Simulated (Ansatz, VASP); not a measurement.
InSe in VASP and in Ansatz

The input INCAR:

```
PREC     = Accurate       # precision mode
ENCUT    = 520            # plane-wave cutoff, eV
EDIFF    = 1E-6           # SCF threshold, eV
ISMEAR   = 0              # smearing method
SIGMA    = 0.05           # smearing width, eV
LREAL    = F              # projectors in reciprocal space
LASPH    = T              # aspherical terms in the spheres
NELM     = 80             # most SCF steps
ALGO     = Normal         # electronic algorithm
ISIF     = 2              # what is computed and relaxed
LWAVE    = F              # write WAVECAR
LCHARG   = F              # write CHGCAR
LDIPOL   = T            
IDIPOL   = 3            
DIPOL    = 0.5 0.5 0.405
GGA      = PE             # functional
IVDW     = 12             # dispersion correction
NBANDS   = 48             # bands
```

KPOINTS

```
Automatic mesh
0
Gamma
  9 9 1
```

Contents of POSCAR:

```
InSe
1.0
    4.0266104195      0.0000000000      0.0000000000
   -2.0133052098      3.4871469144      0.0000000000
    0.0000000000      0.0000000000     28.2707101099
Se In
4 4
Direct
    0.0000000000      0.0000000000      0.1591753438
    0.0000000000      0.0000000000      0.3496677309
    0.0000000000      0.6666666667      0.4596755796
    0.0000000000      0.6666666667      0.6501679667
    0.6666666667      0.3333333333      0.2049979929
    0.6666666667      0.3333333333      0.3038451626
   -0.6666666667      0.3333333333      0.5054982288
   -0.6666666667      0.3333333333      0.6043453984
```

Input for Ansatz:

```yaml
crystal:
  lattice:
    - [4.0266103962, 0.0, 0.0]
    - [-2.0133051981, 3.4871468942, 0.0]
    - [0.0, 0.0, 28.270710502]
  atoms:
    - { symbol: Se, position: [0.0, 0.0, 0.1591753415] }
    - { symbol: In, position: [0.6666666667, 0.3333333333, 0.204997989] }
    - { symbol: In, position: [0.6666666667, 0.3333333333, 0.3038451602] }
    - { symbol: Se, position: [0.0, 0.0, 0.349667733] }
    - { symbol: Se, position: [0.0, 0.6666666667, 0.4596755801] }
    - { symbol: In, position: [-0.6666666667, 0.3333333333, 0.5054982276] }
    - { symbol: In, position: [-0.6666666667, 0.3333333333, 0.6043453988] }
    - { symbol: Se, position: [0.0, 0.6666666667, 0.6501679716] }
basis:
  ecutwfc: 420
kpoints:
  mp_grid: { grid: [9, 9, 1] }
hamiltonian:
  xc: pbe
  pseudopotentials: { kind: paw, azcp: { folder: soft_1 } }
  dispersion: d3bj
scf:
  occupations: { method: gaussian, width: 0.05 }
output:
  forces: true
  eigenvalues: true
efield:
  axis: 3
  dipole_correction: true
  ramp_width: 0.04
```

Alike in both runs: task single point; functional PBE; dispersion D3(BJ); k mesh 9 × 9 × 1; occupations gaussian, width 0.05 eV; no spin polarisation.

```csv
,VASP,Ansatz
version,VASP 6.6.1,Ansatz 0.2.0
potentials or method,"VASP PAW PBE potentials, release 64 (Se, In_d), cutoff 520 eV","scalar-relativistic, plane waves, PAW"
valence electrons in the cell,76,116
```

VASP gave:

| Item | Value |
| --- | --- |
| gap on the k mesh at the Fermi level (eV) | 1.01 |
| least direct gap on the mesh (eV) | 1.07 |
| rms of the force components (eV/Å) | 0.045 |

Question: What did Ansatz give for the same quantities?

Answer: gap on the k mesh at the Fermi level (eV): 1.02; least direct gap on the mesh (eV): 1.08; rms of the force components (eV/Å): 0.047.

VASP's potentials hold 76 valence electrons a cell and Ansatz's 116, so a difference there can come from the potentials and not from the codes.
